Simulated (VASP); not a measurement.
The system is GaSb.

```
Ga Sb
1.0
     0.00000    3.06588    2.97390
     3.06588    0.00000    2.97390
     3.06588    3.06588    0.00000
Ga Sb
1 1
Cartesian
  0.0000 0.0000 0.0000
  1.5329 1.5329 1.4870
```

This cell differs from its parent crystal: uniaxial z strain -3.0%.

Base run:

```yaml
Program: VASP 6.6.1
Functional: r2SCAN
Potentials_or_basis: VASP PAW PBE potentials, release 64 (Ga_d, Sb)
Cutoff: 520 eV
k_mesh: 8 × 8 × 8
Occupations: fermi-dirac, width 0.02 eV
Spin: no spin polarisation
```

Its results: band gap on the k mesh 0.50 eV, direct; pressure 1.9 GPa.

**Question.** The run is repeated on the same cell with these changes: functional from r2SCAN to PBE; further incar settings from ALGO = Normal; EDIFF = 1e-07; NBANDS = 16 to ALGO = Normal; EDIFF = 1e-06; NBANDS = 16. What comes out?

**Answer.** Band gap on the k mesh 0.09 eV, direct; pressure 3.8 GPa.

Caveats: spin-orbit coupling is left out, which moves the levels of the heavy elements; the PAW data sets were made with another functional, which shifts forces and pressure a little (some runs).

A k mesh can miss the band edges.
